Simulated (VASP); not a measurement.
# SiNi (Pmmn) in VASP: single point with PBE

Aim: the single point of SiNi with PBE.

Everything below comes from runs of VASP 6.6.1. Logs are shortened: lines on timing, memory, paths and dates and some standing lists are left out, and cuts for length are marked.

**1. The cell of the first run**

It takes space group Pmmn (No. 59, orthorhombic). The conventional cell has a = 3.027 Å, b = 3.273 Å, c = 4.698 Å, α = 90.00°, β = 90.00°, γ = 90.00°. Within 3.1 Å of Si (site symmetry mm2) lie 6 Ni at 2.34 to 2.40 Å and 6 Si at 2.68 to 3.03 Å. Within 3.1 Å of Ni (site symmetry mm2) lie 6 Si at 2.34 to 2.40 Å and 6 Ni at 2.67 to 3.03 Å.

**2. Single point, PBE, collinear spin, ferromagnetic start**

The input, INCAR:

```
SYSTEM = SiNi
PREC     = Accurate       ! precision mode
ENCUT    = 520            ! plane-wave cutoff, eV
EDIFF    = 1E-7           ! SCF threshold, eV
ISMEAR   = -1             ! smearing method
SIGMA    = 0.08           ! smearing width, eV
LREAL    = .FALSE.        ! projectors in reciprocal space
LASPH    = .TRUE.         ! aspherical terms in the spheres
NELM     = 150            ! most SCF steps
ALGO     = Normal         ! electronic algorithm
ISIF     = 2              ! what is computed and relaxed
LWAVE    = .FALSE.        ! write WAVECAR
LCHARG   = .FALSE.        ! write CHGCAR
ISPIN    = 2              ! spin polarisation
MAGMOM   = 0 0 1.5 1.5    ! initial moments
LORBIT   = 11             ! projections on sites
LMAXMIX  = 4              ! l up to which the mixer works
GGA      = PE             ! functional
NBANDS   = 26             ! bands
```

The input, KPOINTS:

```
regular mesh
0
G
  11 10 7
  0 0 0
```

The input, POSCAR:

```
SiNi
1.0
    3.0266200000      0.0000000000      0.0000000000
    0.0000000000      3.2735000000      0.0000000000
    0.0000000000      0.0000000000      4.6977600000
Si Ni
2 2
Direct
    0.5000000000      0.5000000000      0.8423000000
    0.0000000000      0.0000000000      0.1577000000
    0.5000000000      0.5000000000      0.3442200000
    0.0000000000      0.0000000000      0.6557800000
```

Potentials or basis: VASP PAW PBE potentials, release 64 (Si, Ni).

Launch:

```console
$ cat potpaw_PBE.64/Si/POTCAR potpaw_PBE.64/Ni/POTCAR > POTCAR
$ mpirun -np 1 vasp_std > vasp.out
```

OUTCAR:

```text
SYSTEM = SiNi
   PREC = Accurate
   ENCUT = 520
   EDIFF = 1E-7
   ISMEAR = -1
   LREAL = .FALSE.
   LASPH = .TRUE.
   NELM = 150
   ISIF = 2
   ISPIN = 2
   LORBIT = 11
   GGA = PE

 ion  position               nearest neighbor table
   1  0.500  0.500  0.842-   3 2.34   3 2.36   4 2.40   4 2.40   4 2.40   4 2.40   2 2.68   2 2.68
                             2 2.68   2 2.68
   2  0.000  0.000  0.158-   4 2.34   4 2.36   3 2.40   3 2.40   3 2.40   3 2.40   1 2.68   1 2.68
                             1 2.68   1 2.68
   3  0.500  0.500  0.344-   1 2.34   1 2.36   2 2.40   2 2.40   2 2.40   2 2.40   4 2.67   4 2.67
                             4 2.67   4 2.67
   4  0.000  0.000  0.656-   2 2.34   2 2.36   1 2.40   1 2.40   1 2.40   1 2.40   3 2.67   3 2.67
                             3 2.67   3 2.67

  LATTYP: Found a simple orthorhombic cell.
 ALAT       =     3.0266200000
 B/A-ratio  =     1.0815695396
 C/A-ratio  =     1.5521472798

  Lattice vectors:

 A1 = (   3.0266200000,   0.0000000000,   0.0000000000)
 A2 = (   0.0000000000,   3.2735000000,   0.0000000000)
 A3 = (   0.0000000000,   0.0000000000,   4.6977600000)

Analysis of symmetry for initial positions (statically):
=====================================================================
 Subroutine PRICEL returns:
 Original cell was already a primitive cell.

 Routine SETGRP: Setting up the symmetry group for a
 simple orthorhombic supercell.

 Subroutine GETGRP returns: Found  8 space group operations
 (whereof  4 operations were pure point group operations)
 out of a pool of  8 trial point group operations.

The static configuration has the point symmetry C_2v.
 The point group associated with its full space group is D_2h.

Analysis of symmetry for dynamics (positions and initial velocities):
=====================================================================
 Subroutine PRICEL returns:
 Original cell was already a primitive cell.

 Routine SETGRP: Setting up the symmetry group for a
 simple orthorhombic supercell.

 Subroutine GETGRP returns: Found  8 space group operations
 (whereof  4 operations were pure point group operations)
 out of a pool of  8 trial point group operations.

The dynamic configuration has the point symmetry C_2v.
 The point group associated with its full space group is D_2h.

Analysis of structural, dynamic, and magnetic symmetry:
=====================================================================
 Subroutine PRICEL returns:
 Original cell was already a primitive cell.

 Routine SETGRP: Setting up the symmetry group for a
 simple orthorhombic supercell.

 Subroutine GETGRP returns: Found  8 space group operations
 (whereof  4 operations were pure point group operations)
 out of a pool of  8 trial point group operations.
[... 132 lines left out ...]
   LHFCALC =     F    Hartree Fock is set to
   AEXX    =    0.0000 exact exchange contribution
   IVDW    =     0    specifies the selected vdW correction
   LEPSILON=     F    determine dielectric tensor
   LRPA    =     F    only Hartree local field effects (RPA)
 spin polarized calculation
  energy-cutoff  :      520.00
  volume of cell :       46.54
 maximum number of plane-waves:      1272
 NGX is ok and might be reduce to    24
   NGX = 11   NGY = 13   NGZ = 17

 number of electron      28.0000015 magnetization       0.0000608

 number of electron      28.0000015 magnetization      -0.0000145

 Free energy of the ion-electron system (eV)
  ---------------------------------------------------
  ext. energy  EPLUGINS =         0.00000000
  ---------------------------------------------------
  free energy    TOTEN  =       -23.61450881 eV

  energy without entropy =      -23.58708471  energy(sigma->0) =      -23.60079676

 E-fermi :  11.2319     XC(G=0): -12.4568

 val. band max:       11.2282056458   @ k =   0.3636   0.3000   0.4286
 cond. band min:      11.2430197380   @ k =   0.2727   0.1000   0.4286
 fundamental gap:      0.0148140922
 Fermi energy:        11.2319013454

 spin component 1

 k-point     1 :       0.0000    0.0000    0.0000
  band No.  band energies     occupation
      1      -2.5563      1.00000
      2       3.1828      1.00000
      3       4.8352      1.00000
      4       7.1472      1.00000
      5       7.7454      1.00000
      6       8.2940      1.00000
[... 685 lines left out ...]
     25      27.1264      0.00000
     26      27.7352      0.00000

 [... further k-points ...]

 spin component 2

 k-point     1 :       0.0000    0.0000    0.0000
  band No.  band energies     occupation
      1      -2.5563      1.00000
      2       3.1828      1.00000
      3       4.8352      1.00000
      4       7.1472      1.00000
      5       7.7454      1.00000
      6       8.2940      1.00000
[... 685 lines left out ...]
     25      27.1264      0.00000
     26      27.7352      0.00000

 [... further k-points ...]
[... 5 lines left out ...]
  --------------------------------------------------------------------------------------
  -------------------------------------------------------------------------------------
  Total        0.2171783      0.2568705      0.5739713      0.0000000      0.0000000      0.0000000
  in kB        7.4759421      8.8422687     19.7578502      0.0000000      0.0000000      0.0000000
  external PRESSURE =      12.0253536 kB  Pullay stress =       0.0000000 kB

 VOLUME and BASIS-vectors are now :
 -----------------------------------------------------------------------------
  energy-cutoff  :      520.00
  volume of cell :       46.54
      direct lattice vectors                 reciprocal lattice vectors
     3.026620000  0.000000000  0.000000000     0.330401570  0.000000000  0.000000000
     0.000000000  3.273500000  0.000000000     0.000000000  0.305483428  0.000000000
     0.000000000  0.000000000  4.697760000     0.000000000  0.000000000  0.212867409

 POSITION                                       TOTAL-FORCE (eV/Angst)
 -----------------------------------------------------------------------------------
      1.51331      1.63675      3.95692         0.000000      0.000000      0.101858
      0.00000      0.00000      0.74084         0.000000      0.000000     -0.101858
      1.51331      1.63675      1.61706         0.000000      0.000000     -0.124049
      0.00000      0.00000      3.08070         0.000000      0.000000      0.124049
 -----------------------------------------------------------------------------------
    total drift:                                0.000000      0.000000      0.000000

  FREE ENERGIE OF THE ION-ELECTRON SYSTEM (eV)
  ---------------------------------------------------
  free  energy   TOTEN  =       -23.6145088054 eV

  energy  without entropy=      -23.5870847145  energy(sigma->0) =      -23.60079676

 total charge

# of ion       s       p       d       tot
------------------------------------------
    1        0.750   0.852   0.000   1.602
    2        0.750   0.852   0.000   1.602
    3        0.473   0.598   8.459   9.530
    4        0.473   0.598   8.459   9.530
--------------------------------------------------
tot          2.446   2.900  16.919  22.264

 magnetization (x)

# of ion       s       p       d       tot
------------------------------------------
    1        0.000   0.000   0.000   0.000
    2        0.000   0.000   0.000   0.000
    3        0.000   0.000  -0.000  -0.000
    4        0.000   0.000  -0.000  -0.000
--------------------------------------------------
tot          0.000   0.000  -0.000  -0.000
```

OSZICAR:

```text
N       E                     dE             d eps       ncg     rms          rms(c)
DAV:   1     0.146910406799E+03    0.14691E+03   -0.11652E+04 15016   0.124E+03
DAV:   2    -0.168052453734E+02   -0.16372E+03   -0.15125E+03 15170   0.260E+02
DAV:   3    -0.262477652604E+02   -0.94425E+01   -0.90977E+01 17704   0.704E+01
DAV:   4    -0.264417843454E+02   -0.19402E+00   -0.19346E+00 17844   0.910E+00
DAV:   5    -0.264468789171E+02   -0.50946E-02   -0.50936E-02 18142   0.157E+00    0.218E+01
DAV:   6    -0.321650748340E+02   -0.57182E+01   -0.43405E+01 18032   0.121E+02    0.270E+01
DAV:   7    -0.236538641731E+02    0.85112E+01   -0.17964E+01 18080   0.778E+01    0.360E+00
DAV:   8    -0.236518246535E+02    0.20395E-02   -0.11228E+00 22200   0.107E+01    0.235E+00
DAV:   9    -0.236155355110E+02    0.36289E-01   -0.13916E-01 20782   0.494E+00    0.577E-01
DAV:  10    -0.236149159332E+02    0.61958E-03   -0.46714E-03 21748   0.728E-01    0.323E-01
DAV:  11    -0.236146375760E+02    0.27836E-03   -0.41834E-04 22078   0.175E-01    0.197E-01
DAV:  12    -0.236145174010E+02    0.12017E-03   -0.22829E-04 21396   0.234E-01    0.503E-02
DAV:  13    -0.236145121443E+02    0.52567E-05   -0.25146E-05 22108   0.600E-02    0.227E-02
DAV:  14    -0.236145100796E+02    0.20647E-05   -0.19156E-06 23278   0.150E-02    0.953E-03
DAV:  15    -0.236145090226E+02    0.10570E-05   -0.61913E-07 21120   0.942E-03    0.254E-03
DAV:  16    -0.236145088174E+02    0.20526E-06   -0.15432E-07  9506   0.342E-03    0.836E-04
DAV:  17    -0.236145088054E+02    0.11924E-07   -0.32079E-08  8118   0.157E-03
   1 F= -.23614509E+02 E0= -.23600797E+02  d E =-.274241E-01  mag=    -0.0000
```

stdout:

```text
POSCAR found type information on POSCAR SiNi
 POSCAR found :  2 types and       4 ions
 scaLAPACK will be used
 LDA part: xc-table for (Slater+PW92), standard interpolation
 POSCAR, INCAR and KPOINTS ok, starting setup
 FFT: planning ... GRIDC
 FFT: planning ... GRID_SOFT
 FFT: planning ... GRID
 WAVECAR not read
 entering main loop
```

Wall time 2.8 min (1 thread of Intel Xeon Platinum 8488C (Sapphire Rapids), shared host); peak memory 0.35 GiB.

Results:

```
Free energy                                           : -23.6145 eV
Pressure                                              : 1.2 GPa
Largest force                                         : 0.124 eV/Å
Band gap on the k mesh                                : zero (filled and empty bands overlap)
Net moment                                            : 0.00 μB per cell
Valence electrons inside the program's atomic spheres : Si 1.60; Ni 9.53
```

Forces in eV/Å, atoms in the order of the input:
```
Si   0.000  0.000  0.102
Si   0.000  0.000 -0.102
Ni   0.000  0.000 -0.124
Ni   0.000  0.000  0.124
```

Stress tensor (GPa, compression positive):
```
0.75 0.00 0.00
0.00 0.88 0.00
0.00 0.00 1.98
```

Levels at points of the mesh, in eV from the Fermi level:
Spin up:
```tsv
k point	band 12	band 13	band 14	band 15	band 16	band 17
(0.00, 0.00, 0.00)	-1.92	-1.91	-1.04	0.80	2.98	5.12
(0.00, 0.50, 0.00)	-2.18	-2.02	-2.02	1.27	1.27	4.61
```
Spin down:
| k point | band 11 | band 12 | band 13 | band 14 | band 15 | band 16 | band 17 | band 18 |
| --- | --- | --- | --- | --- | --- | --- | --- | --- |
| (0.00, 0.00, 0.00) | -2.28 | -1.92 | -1.91 | -1.04 | 0.80 | 2.98 | 5.12 | 5.38 |
| (0.00, 0.50, 0.00) | -2.18 | -2.18 | -2.02 | -2.02 | 1.27 | 1.27 | 4.61 | 4.61 |

Caveat: the moments typed at the start vanished in this run.
